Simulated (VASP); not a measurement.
# PbS (I4/mmm) in VASP: further runs, part 2 of 2

VASP 6.6.1. Earlier steps stand in the parts before.

## 3. Single point, r2SCAN (epitaxial xy strain -1.5%)

POSCAR reads:

```
PbS
1.0
    0.0000000000      2.9424241730      2.9979949977
    2.9424241730      0.0000000000      2.9979949977
    2.9424241730      2.9424241730      0.0000000000
Pb S
1 1
Direct
    0.0000000000      0.0000000000      0.0000000000
    0.5000000000      0.5000000000      0.5000000000
```

INCAR.step1 reads:

```
SYSTEM = PbS
PREC = Accurate
ENCUT = 520
ISMEAR = 0
SIGMA = 0.01
LREAL = .FALSE.
LASPH = .TRUE.
NELM = 100
NBANDS = 17
GGA = PE
ALGO = Normal
EDIFF = 1E-4
LWAVE = .TRUE.
LCHARG = .FALSE.
```

INCAR.step2 reads:

```
SYSTEM = PbS
PREC = Accurate
ENCUT = 520
EDIFF = 1E-6
ISMEAR = 0
SIGMA = 0.01
LREAL = .FALSE.
LASPH = .TRUE.
NELM = 100
ALGO = Normal
ISIF = 2
LWAVE = .FALSE.
LCHARG = .FALSE.
METAGGA = R2SCAN
LMIXTAU = .TRUE.
NBANDS = 17
ISTART = 1
```

KPOINTS reads:

```
regular mesh
0
G
  8 8 8
  0 0 0
```

Potentials or basis: VASP PAW PBE potentials, release 64 (Pb_d, S).

Started as:

```sh
$ cat potpaw_PBE.64/Pb_d/POTCAR potpaw_PBE.64/S/POTCAR > POTCAR
$ cp INCAR.step1 INCAR
$ mpirun -np 1 vasp_std > vasp.out
$ cp INCAR.step2 INCAR
$ mpirun -np 1 vasp_std > vasp.out
```

OUTCAR:

```text
SYSTEM = PbS
   PREC = Accurate
   ENCUT = 520
   EDIFF = 1E-6
   ISMEAR = 0
   LREAL = .FALSE.
   LASPH = .TRUE.
   NELM = 100
   ISIF = 2
   METAGGA = R2SCAN
   ISTART = 1

 ion  position               nearest neighbor table
   1  0.000  0.000  0.000-   2 2.94   2 2.94   2 2.94   2 2.94   2 3.00   2 3.00
   2  0.500  0.500  0.500-   1 2.94   1 2.94   1 2.94   1 2.94   1 3.00   1 3.00

  LATTYP: Found a body centered tetragonal cell.
 ALAT       =     4.1612161717
 C/A-ratio  =     1.4409224967

  Lattice vectors:

 A1 = (  -2.9424241730,   0.0000000000,   2.9979949977)
 A2 = (   2.9424241730,   0.0000000000,   2.9979949977)
 A3 = (   0.0000000000,   2.9424241730,  -2.9979949977)

Analysis of symmetry for initial positions (statically):
=====================================================================
 Subroutine PRICEL returns:
 Original cell was already a primitive cell.

 Routine SETGRP: Setting up the symmetry group for a
 body centered tetragonal supercell.

 Subroutine GETGRP returns: Found 16 space group operations
 (whereof 16 operations were pure point group operations)
 out of a pool of 16 trial point group operations.

The static configuration has the point symmetry D_4h.

Analysis of symmetry for dynamics (positions and initial velocities):
=====================================================================
 Subroutine PRICEL returns:
 Original cell was already a primitive cell.

 Routine SETGRP: Setting up the symmetry group for a
 body centered tetragonal supercell.

 Subroutine GETGRP returns: Found 16 space group operations
 (whereof 16 operations were pure point group operations)
 out of a pool of 16 trial point group operations.

The dynamic configuration has the point symmetry D_4h.

 Subroutine INISYM returns: Found 16 space group operations
 (whereof 16 operations are pure point group operations),
 and found     1 'primitive' translations

----------------------------------------------------------------------------------------

                                     Primitive cell

  volume of cell :      51.9124

  direct lattice vectors                    reciprocal lattice vectors
     0.000000000  2.942424173  2.997994998    -0.169927913  0.169927913  0.166778130
     2.942424173  0.000000000  2.997994998     0.169927913 -0.169927913  0.166778130
     2.942424173  2.942424173  0.000000000     0.169927913  0.169927913 -0.166778130

  length of vectors
     4.200694469  4.200694469  4.161216172     0.292516557  0.292516557  0.292516557

  position of ions in fractional coordinates (direct lattice)
     0.000000000  0.000000000  0.000000000
     0.500000000  0.500000000  0.500000000

  ion indices of the primitive-cell ions
   primitive index   ion index
                 1           1
                 2           2

----------------------------------------------------------------------------------------

 KPOINTS: regular mesh

Automatic generation of k-mesh.
 Grid dimensions read from file:
 generate k-points for:    8    8    8

 Generating k-lattice:

  Cartesian coordinates                     Fractional coordinates (reciprocal lattice)
    -0.021240989  0.021240989  0.020847266     0.125000000  0.000000000  0.000000000
     0.021240989 -0.021240989  0.020847266     0.000000000  0.125000000  0.000000000
     0.021240989  0.021240989 -0.020847266     0.000000000  0.000000000  0.125000000

  Length of vectors
     0.036564570  0.036564570  0.036564570

  Shift w.r.t. Gamma in fractional coordinates (k-lattice)
     0.000000000  0.000000000  0.000000000

 Subroutine IBZKPT returns following result:
 ===========================================

 Found     59 irreducible k-points:

 Following reciprocal coordinates:
            Coordinates               Weight
  0.000000  0.000000  0.000000      1.000000
  0.125000  0.000000  0.000000      8.000000
  0.250000  0.000000  0.000000      8.000000
  0.375000  0.000000  0.000000      8.000000
  0.500000  0.000000  0.000000      4.000000
  0.125000  0.125000  0.000000      2.000000
[... 16 lines left out ...]
  0.250000  0.000000  0.125000     16.000000
  0.375000  0.000000  0.125000     16.000000
 [... further k-points ...]
   k-points           NKPTS =     59   k-points in BZ     NKDIM =     59   number of bands    NBANDS=     17
   number of dos      NEDOS =    301   number of ions     NIONS =      2
   total plane-waves  NPLWV =  32768
   dimension x,y,z NGX =    32 NGY =   32 NGZ =   32
   dimension x,y,z NGXF=    64 NGYF=   64 NGZF=   64
   ions per type =               1   1
   NGX,Y,Z   is equivalent  to a cutoff of  12.66, 12.66, 12.78 a.u.
   NGXF,Y,Z  is equivalent  to a cutoff of  25.33, 25.33, 25.57 a.u.
 SYSTEM =  PbS
   PREC   = accura    normal or accurate (medium, high low for compatibility)
   ISTART =      1    job   : 0-new  1-cont  2-samecut
   ICHARG =      0    charge: 1-file 2-atom 10-const
   ISPIN  =      1    spin polarized calculation?
   LNONCOLLINEAR =      F non collinear calculations
   LSORBIT =      F    spin-orbit coupling
   LASPH  =      T    aspherical Exc in radial PAW
   ENCUT  =  520.0 eV  38.22 Ry    6.18 a.u.   7.81  7.81  7.74*2*pi/ulx,y,z
   NELM   =    100;   NELMIN=  2; NELMDL=  0     # of ELM steps
   EDIFF  = 0.1E-05   stopping-criterion for ELM
   LREAL  =      F    real-space projection
   EDIFFG = 0.1E-04   stopping-criterion for IOM
   NSW    =      0    number of steps for IOM
   IBRION =     -1    ionic relax: 0-MD 1-quasi-New 2-CG
   NFREE  =      0    steps in history (QN), initial steepest desc. (CG)
   ISIF   =      2    stress and relaxation
   ISYM   =      2    0-nonsym 1-usesym 2-fastsym
   POTIM  = 0.5000    time-step for ionic-motion
   TEBEG  =    0.0;   TEEND  =   0.0 temperature during run
   PSTRESS=    0.0 pullay stress
   NELECT =      20.0000    total number of electrons
   NUPDOWN=      -1.0000    fix difference up-down
   EMIN   =  10.00;   EMAX   =-10.00  energy-range for DOS
   EFERMI =   0.00;   METHOD = LEGACY
   ISMEAR =     0;   SIGMA  =   0.01  broadening in eV -4-tet -1-fermi 0-gaus
   EFERMI_NEDOS =   21; number of points for ismear=-14 and -15
   IALGO  =     38    algorithm
   IMIX   =      4    mixing-type and parameters
     AMIX     =   0.40;   BMIX     =  1.00
     AMIX_MAG =   1.60;   BMIX_MAG =  1.00
  volume/ion in A,a.u.               =      25.96       175.16
  Fermi-wavevector in a.u.,A,eV,Ry     =   1.191226  2.251092 19.306947  1.419021
  Thomas-Fermi vector in A             =   2.327293
   LORBIT       =      0    0 simple, 1 ext, 2 COOP (PROOUT), +10 PAW based schemes
   METAGGA = R2SCAN    functional components
   LHFCALC =     F    Hartree Fock is set to
   AEXX    =    0.0000 exact exchange contribution
   IVDW    =     0    specifies the selected vdW correction
   LEPSILON=     F    determine dielectric tensor
   LRPA    =     F    only Hartree local field effects (RPA)
 non-spin polarized calculation
 Gauss-broadening in eV      SIGMA  =   0.01
  energy-cutoff  :      520.00
  volume of cell :       51.91
 maximum number of plane-waves:      1415
   NGX = 15   NGY = 15   NGZ = 15

 number of electron      19.9999998 magnetization

 Free energy of the ion-electron system (eV)
  ---------------------------------------------------
  ext. energy  EPLUGINS =         0.00000000
  ---------------------------------------------------
  free energy    TOTEN  =       -65.59974595 eV

  energy without entropy =      -65.59974595  energy(sigma->0) =      -65.59974595

 E-fermi :   5.8479     XC(G=0): -10.2801

 val. band max:        5.7912114583   @ k =   0.5000   0.0000   0.0000
 cond. band min:       6.3823694732   @ k =   0.5000   0.0000   0.0000
 fundamental gap:      0.5911580149
 Fermi energy:         5.8478961417

 k-point     1 :       0.0000    0.0000    0.0000
  band No.  band energies     occupation
      1     -11.6925      2.00000
      2     -11.6925      2.00000
      3     -11.6874      2.00000
      4     -11.6829      2.00000
      5     -11.6686      2.00000
      6      -8.4948      2.00000
[... 9 lines left out ...]
     16      12.9311      0.00000
     17      14.8216      0.00000

 k-point     2 :       0.1250    0.0000    0.0000
  band No.  band energies     occupation
      1     -11.6918      2.00000
      2     -11.6890      2.00000
      3     -11.6882      2.00000
      4     -11.6795      2.00000
      5     -11.6709      2.00000
      6      -8.3579      2.00000
[... 9 lines left out ...]
     16      13.3052      0.00000
     17      16.0261      0.00000
[... 421 lines left out ...]
 k-point    24 :       0.3750    0.0000    0.1250
  band No.  band energies     occupation
      1     -11.7218      2.00000
      2     -11.6950      2.00000
      3     -11.6907      2.00000
      4     -11.6609      2.00000
      5     -11.6434      2.00000
      6      -7.5291      2.00000
[... 9 lines left out ...]
     16      16.0355      0.00000
     17      18.0097      0.00000

 [... further k-points ...]
[... 5 lines left out ...]
  --------------------------------------------------------------------------------------
  -------------------------------------------------------------------------------------
  Total        0.8093654      0.8093654      0.0020878      0.0000000     -0.0000000     -0.0000000
  in kB       24.9795011     24.9795011      0.0644374      0.0000000     -0.0000000     -0.0000000
  external PRESSURE =      16.6744799 kB  Pullay stress =       0.0000000 kB

 VOLUME and BASIS-vectors are now :
 -----------------------------------------------------------------------------
  energy-cutoff  :      520.00
  volume of cell :       51.91
      direct lattice vectors                 reciprocal lattice vectors
     0.000000000  2.942424173  2.997994998    -0.169927913  0.169927913  0.166778130
     2.942424173  0.000000000  2.997994998     0.169927913 -0.169927913  0.166778130
     2.942424173  2.942424173  0.000000000     0.169927913  0.169927913 -0.166778130

 POSITION                                       TOTAL-FORCE (eV/Angst)
 -----------------------------------------------------------------------------------
      0.00000      0.00000      0.00000         0.000000      0.000000     -0.000000
      2.94242      2.94242      2.99799        -0.000000     -0.000000      0.000000
 -----------------------------------------------------------------------------------
    total drift:                                0.000000     -0.000000     -0.000000

  FREE ENERGIE OF THE ION-ELECTRON SYSTEM (eV)
  ---------------------------------------------------
  free  energy   TOTEN  =       -65.5997459540 eV

  energy  without entropy=      -65.5997459540  energy(sigma->0) =      -65.59974595
```

OUTCAR.step1:

```text
SYSTEM = PbS
   PREC = Accurate
   ENCUT = 520
   ISMEAR = 0
   LREAL = .FALSE.
   LASPH = .TRUE.
[... 702 lines left out ...]
      0.00000      0.00000      0.00000         0.000000     -0.000000      0.000000
      2.94242      2.94242      2.99799        -0.000000      0.000000      0.000000
 -----------------------------------------------------------------------------------
    total drift:                                0.000000     -0.000000     -0.000000

  FREE ENERGIE OF THE ION-ELECTRON SYSTEM (eV)
  ---------------------------------------------------
  free  energy   TOTEN  =        -8.7472466280 eV

  energy  without entropy=       -8.7472466280  energy(sigma->0) =       -8.74724663
```

OSZICAR.step1:

```text
N       E                     dE             d eps       ncg     rms          rms(c)
DAV:   1     0.161013040442E+03    0.16101E+03   -0.97112E+03  2030   0.124E+03
DAV:   2     0.340985246258E+01   -0.15760E+03   -0.15142E+03  2112   0.317E+02
DAV:   3    -0.891350741798E+01   -0.12323E+02   -0.12236E+02  2615   0.929E+01
DAV:   4    -0.921583872405E+01   -0.30233E+00   -0.30207E+00  2625   0.159E+01
DAV:   5    -0.922641330981E+01   -0.10575E-01   -0.10573E-01  2901   0.286E+00    0.469E+00
DAV:   6    -0.874350120757E+01    0.48291E+00   -0.13660E+00  3219   0.800E+00    0.330E+00
DAV:   7    -0.874392012845E+01   -0.41892E-03   -0.14591E-01  2443   0.192E+00    0.187E+00
DAV:   8    -0.874749666639E+01   -0.35765E-02   -0.16061E-02  2383   0.137E+00    0.223E-01
DAV:   9    -0.874706873141E+01    0.42793E-03   -0.32617E-03  3237   0.501E-01    0.860E-02
DAV:  10    -0.874723762755E+01   -0.16890E-03   -0.35623E-04  2335   0.116E-01    0.511E-02
DAV:  11    -0.874724662795E+01   -0.90004E-05   -0.59361E-05  2080   0.859E-02
   1 F= -.87472466E+01 E0= -.87472466E+01  d E =-.830647E-28
```

Run time: 3.9 min. Hardware: 1 thread of AMD EPYC 7R43 (Zen 3), shared host; peak memory 0.18 GiB.

Results:

- Free energy: -65.5997 eV
- Pressure: 1.7 GPa
- Band gap on the k mesh: 0.59 eV, direct

Levels at points of the mesh, in eV from the valence-band top:
| k point | band 8 | band 9 | band 10 | band 11 | band 12 | band 13 |
| --- | --- | --- | --- | --- | --- | --- |
| (0.00, 0.00, 0.00) | -2.43 | -2.43 | -2.28 | 5.26 | 5.70 | 5.70 |
| (0.50, 0.00, 0.00) | -2.00 | -1.95 | 0.00 | 0.59 | 2.10 | 2.21 |
| (0.50, 0.50, 0.00) | -5.43 | -3.65 | -3.65 | 4.16 | 5.85 | 6.17 |
| (0.50, 0.00, 0.50) | -5.47 | -3.78 | -3.59 | 4.08 | 5.84 | 6.08 |

Caveat: the cell differs from its parent crystal (epitaxial xy strain -1.5%); the PAW data sets were made with another functional, which shifts forces and pressure a little; spin-orbit coupling is left out, which moves the levels of the heavy elements.
